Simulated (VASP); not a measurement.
# Si16SbH6 in VASP: single point with PBE

Aim: the single point of Si16SbH6 with PBE.

Program: VASP 6.6.1. These are calculated values, not measurements. Logs are shortened: lines on timing, memory, paths and dates and some standing lists are left out, and cuts for length are marked.

## Step 1: The cell of the first run

The cell holds a slab with vacuum, 23 atoms: a = 7.679 Å, b = 7.679 Å, c = 18.869 Å, α = 90.00°, β = 90.00°, γ = 60.00°.

## Step 2: Single point, PBE, collinear spin

INCAR reads:

```
SYSTEM = Si16SbH6
ALGO = Normal
EDIFF = 1E-6
ENCUT = 520
GGA = PE
ISIF = 2
ISMEAR = 0
ISPIN = 2
LASPH = .TRUE.
LCHARG = .TRUE.
LELF = .TRUE.
LORBIT = 11
LREAL = Auto
LVHAR = .TRUE.
LWAVE = .FALSE.
MAGMOM = 0 0 0 0 0 0 0 0 0 0 0 0 0 0 0 0 0 0 0 0 0 0 0.29
NBANDS = 58
NELM = 150
PREC = Accurate
SIGMA = 0.05
```

KPOINTS reads:

```
k-points
0
G
  2 2 1
  0 0 0
```

POSCAR reads:

```
Si16SbH6
1.0
    7.6791800000      0.0000000000      0.0000000000
    3.8395900000      6.6503650000      0.0000000000
    0.0000000000      0.0000000000     18.8687650000
H Si Sb
6 16 1
Direct
    0.1666666792      0.1666666416      0.0529976392
    0.6666666792      0.1666666416      0.0529976392
    0.1666666416      0.6666667168      0.0529976392
    0.6666666416      0.6666667168      0.0529976392
   -0.0030950564      0.5052579821      0.4173498901
    0.4971820234      0.4961956223      0.4199833958
    0.1666666792      0.1666666416      0.1324940981
    0.6666666792      0.1666666416      0.1324940981
    0.1666666416      0.6666667168      0.1324940981
    0.6666666416      0.6666667168      0.1324940981
   -0.1668396861      0.3327488040      0.1738765627
    0.3328916167      0.3336252973      0.1728242945
   -0.1661016636      0.8310552879      0.1693186597
    0.3293747544      0.8363543956      0.1771005151
   -0.1761694747      0.3332671214      0.2996113418
    0.3305931850      0.3350309344      0.2974800947
   -0.1756721352      0.8271797112      0.2915778537
    0.3093146372      0.8451611303      0.3067141384
   -0.0414503997      0.0049427362      0.3460740011
    0.4982700599      0.0012937636      0.3390055470
   -0.0039532998      0.4973617238      0.3375521397
    0.4907273806      0.5065179129      0.3403158076
    0.6690053947      1.0000945813      0.4577302754
```

Potentials or basis: VASP PAW PBE potentials, release 64 (H, Si, Sb).

On the command line:

```console
> cat potpaw_PBE.64/H/POTCAR potpaw_PBE.64/Si/POTCAR potpaw_PBE.64/Sb/POTCAR > POTCAR
> mpirun -np 1 vasp_std > vasp.out
```

OUTCAR:

```text
SYSTEM = Si16SbH6
   EDIFF = 1E-6
   ENCUT = 520
   GGA = PE
   ISIF = 2
   ISMEAR = 0
   ISPIN = 2
   LASPH = .TRUE.
   LORBIT = 11
   LREAL = Auto
   NELM = 150
   PREC = Accurate

 ion  position               nearest neighbor table
   1  0.167  0.167  0.053-   7 1.50
   2  0.667  0.167  0.053-   8 1.50
   3  0.167  0.667  0.053-   9 1.50
   4  0.667  0.667  0.053-  10 1.50
   5  0.997  0.505  0.417-  21 1.51
   6  0.497  0.496  0.420-  22 1.50
   7  0.167  0.167  0.132-   1 1.50  12 2.34  11 2.35  14 2.35
   8  0.667  0.167  0.132-   2 1.50  13 2.34  11 2.35  12 2.35
   9  0.167  0.667  0.132-   3 1.50  13 2.32  12 2.34  14 2.37
  10  0.667  0.667  0.132-   4 1.50  13 2.31  11 2.35  14 2.40
  11  0.833  0.333  0.174-   8 2.35   7 2.35  10 2.35  15 2.37
  12  0.333  0.334  0.173-   9 2.34   7 2.34   8 2.35  16 2.35
  13  0.834  0.831  0.169-  17 2.31  10 2.31   9 2.32   8 2.34
  14  0.329  0.836  0.177-   7 2.35   9 2.37  10 2.40  18 2.45
  15  0.824  0.333  0.300-  22 2.35  21 2.35  19 2.36  11 2.37
  16  0.331  0.335  0.297-  22 2.35  21 2.35  12 2.35  20 2.35
  17  0.824  0.827  0.292-  13 2.31  19 2.32  20 2.35  21 2.36  23 3.38
  18  0.309  0.845  0.307-  22 2.34  20 2.38  14 2.45  19 2.45
  19  0.959  0.005  0.346-  17 2.32  15 2.36  18 2.45  23 3.08
  20  0.498  0.001  0.339-  17 2.35  16 2.35  18 2.38  23 2.59
  21  0.996  0.497  0.338-   5 1.51  15 2.35  16 2.35  17 2.36
  22  0.491  0.507  0.340-   6 1.50  18 2.34  15 2.35  16 2.35
  23  0.669  0.000  0.458-  20 2.59  19 3.08  17 3.38

  LATTYP: Found a hexagonal cell.
 ALAT       =     7.6791800344
 C/A-ratio  =     2.4571327818

  Lattice vectors:

 A1 = (  -3.8395900000,  -6.6503650000,   0.0000000000)
 A2 = (   7.6791800000,   0.0000000000,   0.0000000000)
 A3 = (   0.0000000000,   0.0000000000,  18.8687650000)

Analysis of symmetry for initial positions (statically):
=====================================================================
 Subroutine PRICEL returns:
 Original cell was already a primitive cell.

 Routine SETGRP: Setting up the symmetry group for a
 hexagonal supercell.

 Subroutine GETGRP returns: Found  1 space group operations
 (whereof  1 operations were pure point group operations)
 out of a pool of 24 trial point group operations.

The static configuration has the point symmetry C_1 .

Analysis of symmetry for dynamics (positions and initial velocities):
=====================================================================
 Subroutine PRICEL returns:
 Original cell was already a primitive cell.

 Routine SETGRP: Setting up the symmetry group for a
 hexagonal supercell.

 Subroutine GETGRP returns: Found  1 space group operations
 (whereof  1 operations were pure point group operations)
 out of a pool of 24 trial point group operations.

The dynamic configuration has the point symmetry C_1 .

Analysis of structural, dynamic, and magnetic symmetry:
=====================================================================
 Subroutine PRICEL returns:
 Original cell was already a primitive cell.

 Routine SETGRP: Setting up the symmetry group for a
 hexagonal supercell.

 Subroutine GETGRP returns: Found  1 space group operations
 (whereof  1 operations were pure point group operations)
 out of a pool of 24 trial point group operations.

The overall configuration has the point symmetry C_1 .

 Subroutine INISYM returns: Found  1 space group operations
 (whereof  1 operations are pure point group operations),
 and found     1 'primitive' translations

----------------------------------------------------------------------------------------

                                     Primitive cell

  volume of cell :     963.6156

  direct lattice vectors                    reciprocal lattice vectors
     7.679180000  0.000000000  0.000000000     0.130222237 -0.075183843  0.000000000
     3.839590000  6.650365000  0.000000000     0.000000000  0.150367687  0.000000000
     0.000000000  0.000000000 18.868765000     0.000000000  0.000000000  0.052997639

  length of vectors
     7.679180000  7.679180034 18.868765000     0.150367687  0.150367687  0.052997639

  position of ions in fractional coordinates (direct lattice)
     0.166666679  0.166666642  0.052997639
     0.666666679  0.166666642  0.052997639
     0.166666642  0.666666717  0.052997639
     0.666666642  0.666666717  0.052997639
     0.996904944  0.505257982  0.417349890
     0.497182023  0.496195622  0.419983396
[... 15 lines left out ...]
     0.490727381  0.506517913  0.340315808
     0.669005395  0.000094581  0.457730275

  ion indices of the primitive-cell ions
   primitive index   ion index
                 1           1
                 2           2
                 3           3
                 4           4
                 5           5
                 6           6
[... 15 lines left out ...]
                22          22
                23          23

----------------------------------------------------------------------------------------

 KPOINTS: k-points

Automatic generation of k-mesh.
 Grid dimensions read from file:
 generate k-points for:    2    2    1

 Generating k-lattice:

  Cartesian coordinates                     Fractional coordinates (reciprocal lattice)
     0.065111119 -0.037591922  0.000000000     0.500000000  0.000000000  0.000000000
     0.000000000  0.075183843  0.000000000     0.000000000  0.500000000  0.000000000
     0.000000000  0.000000000  0.052997639     0.000000000  0.000000000  1.000000000

  Length of vectors
     0.075183844  0.075183843  0.052997639

  Shift w.r.t. Gamma in fractional coordinates (k-lattice)
     0.000000000  0.000000000  0.000000000

 Subroutine IBZKPT returns following result:
 ===========================================

 Found      4 irreducible k-points:

 Following reciprocal coordinates:
            Coordinates               Weight
  0.000000  0.000000  0.000000      1.000000
  0.500000 -0.000000  0.000000      1.000000
  0.500000  0.500000  0.000000      1.000000
  0.000000  0.500000  0.000000      1.000000
   k-points           NKPTS =      4   k-points in BZ     NKDIM =      4   number of bands    NBANDS=     58
   number of dos      NEDOS =    301   number of ions     NIONS =     23
   total plane-waves  NPLWV = 504000
   dimension x,y,z NGX =    60 NGY =   60 NGZ =  140
   dimension x,y,z NGXF=   120 NGYF=  120 NGZF=  280
   ions per type =               6  16   1
   NGX,Y,Z   is equivalent  to a cutoff of  12.99, 12.99, 12.33 a.u.
   NGXF,Y,Z  is equivalent  to a cutoff of  25.98, 25.98, 24.67 a.u.
 SYSTEM =  Si16SbH6
   PREC   = accura    normal or accurate (medium, high low for compatibility)
   ISTART =      0    job   : 0-new  1-cont  2-samecut
   ICHARG =      2    charge: 1-file 2-atom 10-const
   ISPIN  =      2    spin polarized calculation?
   LNONCOLLINEAR =      F non collinear calculations
   LSORBIT =      F    spin-orbit coupling
   LASPH  =      T    aspherical Exc in radial PAW
   ENCUT  =  520.0 eV  38.22 Ry    6.18 a.u.  14.28 14.28 35.08*2*pi/ulx,y,z
   NELM   =    150;   NELMIN=  2; NELMDL= -5     # of ELM steps
   EDIFF  = 0.1E-05   stopping-criterion for ELM
   LREAL  =      T    real-space projection
   EDIFFG = 0.1E-04   stopping-criterion for IOM
   NSW    =      0    number of steps for IOM
   IBRION =     -1    ionic relax: 0-MD 1-quasi-New 2-CG
   NFREE  =      0    steps in history (QN), initial steepest desc. (CG)
   ISIF   =      2    stress and relaxation
   ISYM   =      2    0-nonsym 1-usesym 2-fastsym
   POTIM  = 0.5000    time-step for ionic-motion
   TEBEG  =    0.0;   TEEND  =   0.0 temperature during run
   PSTRESS=    0.0 pullay stress
   NELECT =      75.0000    total number of electrons
   NUPDOWN=      -1.0000    fix difference up-down
   EMIN   =  10.00;   EMAX   =-10.00  energy-range for DOS
   EFERMI =   0.00;   METHOD = LEGACY
   ISMEAR =     0;   SIGMA  =   0.05  broadening in eV -4-tet -1-fermi 0-gaus
   EFERMI_NEDOS =   21; number of points for ismear=-14 and -15
   IALGO  =     38    algorithm
   IMIX   =      4    mixing-type and parameters
     AMIX     =   0.40;   BMIX     =  1.00
     AMIX_MAG =   1.60;   BMIX_MAG =  1.00
  volume/ion in A,a.u.               =      41.90       282.73
  Fermi-wavevector in a.u.,A,eV,Ry     =   0.698973  1.320868  6.647314  0.488564
  Thomas-Fermi vector in A             =   1.782724
   LORBIT       =     11    0 simple, 1 ext, 2 COOP (PROOUT), +10 PAW based schemes
   GGA     = PE    functional components
   LHFCALC =     F    Hartree Fock is set to
   AEXX    =    0.0000 exact exchange contribution
   IVDW    =     0    specifies the selected vdW correction
   LEPSILON=     F    determine dielectric tensor
   LRPA    =     F    only Hartree local field effects (RPA)
 spin polarized calculation
 Gauss-broadening in eV      SIGMA  =   0.05
  energy-cutoff  :      520.00
  volume of cell :      963.62
 maximum number of plane-waves:     25966
 NGX is ok and might be reduce to    60
   NGX = 29   NGY = 29   NGZ = 71

 number of electron      75.0000002 magnetization       1.0000377

 Free energy of the ion-electron system (eV)
  ---------------------------------------------------
  ext. energy  EPLUGINS =         0.00000000
  ---------------------------------------------------
  free energy    TOTEN  =      -107.54754572 eV

  energy without entropy =     -107.54754572  energy(sigma->0) =     -107.54754572

 E-fermi :  -0.6188     XC(G=0):  -4.4632

 val. band max:       -0.8273527632   @ k =   0.0000   0.0000   0.0000
 cond. band min:      -0.4098463952   @ k =   0.0000   0.0000   0.0000
 fundamental gap:      0.4175063680
 Fermi energy:        -0.6187776164

 spin component 1

 k-point     1 :       0.0000    0.0000    0.0000
  band No.  band energies     occupation
      1     -12.1606      1.00000
      2     -11.2026      1.00000
      3     -10.1981      1.00000
      4      -9.9323      1.00000
      5      -9.8348      1.00000
      6      -9.6673      1.00000
[... 197 lines left out ...]
     48       2.7454      0.00000
     49       2.8862      0.00000
 Fermi energy:        -0.6187776164

 spin component 2

 k-point     1 :       0.0000    0.0000    0.0000
  band No.  band energies     occupation
      1     -12.1396      1.00000
      2     -11.1517      1.00000
      3     -10.1038      1.00000
      4      -9.9160      1.00000
      5      -9.8269      1.00000
      6      -9.5370      1.00000
[... 197 lines left out ...]
     48       2.7822      0.00000
     49       2.9304      0.00000
 [bands above 49 left out]

------------------------ aborting loop because EDIFF is reached ----------------------------------------

  FORCE on cell =-STRESS in cart. coord.  units (eV):
  Direction    XX          YY          ZZ          XY          YZ          ZX
  --------------------------------------------------------------------------------------
  -------------------------------------------------------------------------------------
  Total        0.8316966      5.2857382     -0.9108166      0.4102681     -0.0719653      3.4617012
  in kB        1.3828393      8.7884528     -1.5143900      0.6821416     -0.1196548      5.7556763
  external PRESSURE =       2.8856340 kB  Pullay stress =       0.0000000 kB

 VOLUME and BASIS-vectors are now :
 -----------------------------------------------------------------------------
  energy-cutoff  :      520.00
  volume of cell :      963.62
      direct lattice vectors                 reciprocal lattice vectors
     7.679180000  0.000000000  0.000000000     0.130222237 -0.075183843  0.000000000
     3.839590000  6.650365000  0.000000000     0.000000000  0.150367687  0.000000000
     0.000000000  0.000000000 18.868765000     0.000000000  0.000000000  0.052997639

 POSITION                                       TOTAL-FORCE (eV/Angst)
 -----------------------------------------------------------------------------------
      1.91979      1.10839      1.00000        -0.024510     -0.039499     -0.042936
      5.75938      1.10839      1.00000        -0.000985      0.051887     -0.066994
      3.83959      4.43358      1.00000         0.139366      0.011080     -0.079907
      7.67918      4.43358      1.00000        -0.228483     -0.005054     -0.071065
      9.59540      3.36015      7.87488        -0.006742      0.012131     -0.033223
      5.72314      3.29988      7.92457        -0.015486     -0.028496      0.004794
[... 15 lines left out ...]
      5.71320      3.36853      6.42134        -0.022860      0.020867      0.018359
      5.13778      0.00063      8.63680         0.850008      0.001769     -0.282065
 -----------------------------------------------------------------------------------
    total drift:                                0.011910     -0.004536      0.000317

  FREE ENERGIE OF THE ION-ELECTRON SYSTEM (eV)
  ---------------------------------------------------
  free  energy   TOTEN  =      -107.5475457198 eV

  energy  without entropy=     -107.5475457196  energy(sigma->0) =     -107.54754572

 total charge

# of ion       s       p       d       tot
------------------------------------------
    1        0.558   0.014   0.000   0.572
    2        0.560   0.013   0.000   0.573
    3        0.559   0.014   0.000   0.573
    4        0.558   0.014   0.000   0.572
    5        0.556   0.013   0.000   0.569
    6        0.557   0.014   0.000   0.570
[... 15 lines left out ...]
   22        0.738   0.973   0.000   1.711
   23        1.221   1.112   0.016   2.348
--------------------------------------------------
tot         16.431  16.440   0.016  32.887

 magnetization (x)

# of ion       s       p       d       tot
------------------------------------------
    1        0.000   0.000   0.000   0.000
    2        0.000   0.000   0.000   0.000
    3        0.001   0.000   0.000   0.001
    4       -0.000   0.000   0.000  -0.000
    5        0.002   0.000   0.000   0.003
    6        0.002   0.000   0.000   0.002
[... 15 lines left out ...]
   22        0.001   0.005   0.000   0.006
   23       -0.002   0.342   0.000   0.341
--------------------------------------------------
tot          0.010   0.366   0.000   0.377
```

Wall time 41 min (1 thread of Intel Xeon 8259CL, shared host); peak memory 1.5 GiB.

Results:

```
Free energy                                           : -107.5475 eV
Largest force                                         : 0.896 eV/Å
Band gap on the k mesh                                : 0.42 eV
Net moment                                            : 1.00 μB per cell
Site moments                                          : H +0.00, -0.00 (each value once); Si +0.00, -0.00, +0.01, +0.02, -0.02, -0.01 (each value once); Sb +0.34 μB
Valence electrons inside the program's atomic spheres : H 0.57; Si 1.71, 1.70, 1.74, 1.67, 1.69, 1.65, 1.62 (each value once); Sb 2.35
```

Forces in eV/Å, atoms in the order of the input:
```
H   -0.025 -0.039 -0.043
H   -0.001  0.052 -0.067
H    0.139  0.011 -0.080
H   -0.228 -0.005 -0.071
H   -0.007  0.012 -0.033
H   -0.015 -0.028  0.005
Si  -0.065 -0.012  0.218
Si  -0.010  0.039 -0.043
Si   0.163  0.000  0.002
Si  -0.293 -0.035  0.209
Si  -0.005 -0.006  0.013
Si  -0.002  0.001 -0.006
Si  -0.005 -0.009 -0.051
Si  -0.019  0.017  0.063
Si  -0.051 -0.022  0.006
Si  -0.003  0.001 -0.008
Si  -0.043 -0.035 -0.091
Si  -0.094  0.051  0.136
Si  -0.231  0.018  0.185
Si  -0.004 -0.008 -0.057
Si  -0.029 -0.024 -0.024
Si  -0.023  0.021  0.018
Sb   0.850  0.002 -0.282
```

Levels at points of the mesh, in eV from the valence-band top:
Spin up:
| k point | band 35 | band 36 | band 37 | band 38 | band 39 | band 40 | band 41 | band 42 |
| --- | --- | --- | --- | --- | --- | --- | --- | --- |
| (0.00, 0.00, 0.00) | -0.63 | -0.47 | -0.05 | 0.00 | 0.71 | 1.35 | 1.42 | 1.46 |
| (0.50, 0.00, 0.00) | -0.93 | -0.82 | -0.66 | -0.41 | 1.11 | 1.83 | 1.97 | 2.29 |
| (0.50, 0.50, 0.00) | -0.93 | -0.79 | -0.67 | -0.41 | 1.09 | 1.80 | 1.94 | 2.54 |
| (0.00, 0.50, 0.00) | -0.84 | -0.80 | -0.71 | -0.33 | 0.91 | 1.84 | 1.97 | 2.32 |
Spin down:
```tsv
k point	band 34	band 35	band 36	band 37	band 38	band 39	band 40	band 41
(0.00, 0.00, 0.00)	-0.64	-0.59	-0.10	-0.04	0.42	0.79	1.39	1.44
(0.50, 0.00, 0.00)	-1.27	-0.90	-0.81	-0.59	0.51	1.23	1.85	2.00
(0.50, 0.50, 0.00)	-1.28	-0.89	-0.76	-0.58	0.48	1.22	1.84	1.94
(0.00, 0.50, 0.00)	-1.37	-0.82	-0.79	-0.58	0.59	1.01	1.85	2.01
```

Caveat: the k points lie up to 0.47 Å⁻¹ apart; there is no dipole correction, which matters where the two faces differ; spin-orbit coupling is left out, which moves the levels of the heavy elements.
